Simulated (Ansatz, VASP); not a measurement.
Li2S in VASP and in Ansatz

File INCAR:

```
SYSTEM = Li2S
PREC     = Accurate       ! precision mode
ENCUT    = 750            ! plane-wave cutoff, eV
EDIFF    = 1E-7           ! SCF threshold, eV
ISMEAR   = 0              ! smearing method
SIGMA    = 0.01           ! smearing width, eV
LREAL    = .False.        ! projectors in reciprocal space
LASPH    = .True.         ! aspherical terms in the spheres
NELM     = 120            ! most SCF steps
ALGO     = Normal         ! electronic algorithm
ISIF     = 3              ! what is computed and relaxed
LWAVE    = .False.        ! write WAVECAR
LCHARG   = .False.        ! write CHGCAR
GGA      = PS             ! functional
IBRION   = 2              ! ionic algorithm
NSW      = 80             ! ionic steps
EDIFFG   = -0.01          ! ionic threshold
GGA_COMPAT= .False.      
NELMIN   = 4
```

File KPOINTS:

```
Automatic mesh
0
Gamma
  6 6 6
  0 0 0
```

POSCAR

```
Li2S
1.0
    4.0227300000      0.0000000000      0.0000000000
    2.0113650000      3.4837863726      0.0000000000
    2.0113650000      1.1612621242      3.2845452910
Li S
2 1
Direct
    0.2500000000      0.2500000000      0.2500000000
    0.7500000000      0.7500000000      0.7500000000
    0.0000000000      0.0000000000      0.0000000000
```

Input for Ansatz:

```yaml
crystal:
  lattice:
    - [4.02273, 0.0, 0.0]
    - [2.0113650000000005, 3.483786372565775, 0.0]
    - [2.0113650000000005, 1.1612621241885919, 3.284545290995391]
  atoms:
    - { symbol: Li, position: [0.25000000000000006, 0.25, 0.24999999999999997] }
    - { symbol: Li, position: [0.75, 0.7500000000000001, 0.7499999999999999] }
    - { symbol: S, position: [0.0, 0.0, 0.0] }
basis:
  ecutwfc: 476.19925930478996
kpoints:
  mp_grid:
    grid: [6, 6, 6]
hamiltonian:
  xc: pbesol
  dispersion: none
scf:
  occupations:
    method: fixed
relax:
  cell: {}
```

Alike in both runs: task relaxation of cell and atoms; functional PBEsol; k mesh 6 × 6 × 6; no spin polarisation.

|  | VASP | Ansatz |
| --- | --- | --- |
| version | VASP 6.6.1 | Ansatz 0.2.0 |
| potentials or method | VASP PAW PBE potentials, release 64 (Li_sv, S), cutoff 750 eV | plane waves, PAW |
| occupations | gaussian, width 0.01 eV | fixed |
| valence electrons in the cell | 12 | 12 |

Ansatz gave:

| Quantity | Value |
| --- | --- |
| relaxed volume (Å³/atom) | 15.07 |
| relaxed cell length with the largest relative difference (Å) | 3.998 |

**Question.** Which values does VASP return?

**Answer.** Relaxed volume (Å³/atom): 15.06; relaxed cell length with the largest relative difference (Å): 3.998.

VASP's potentials were made for PBE, not for PBEsol.
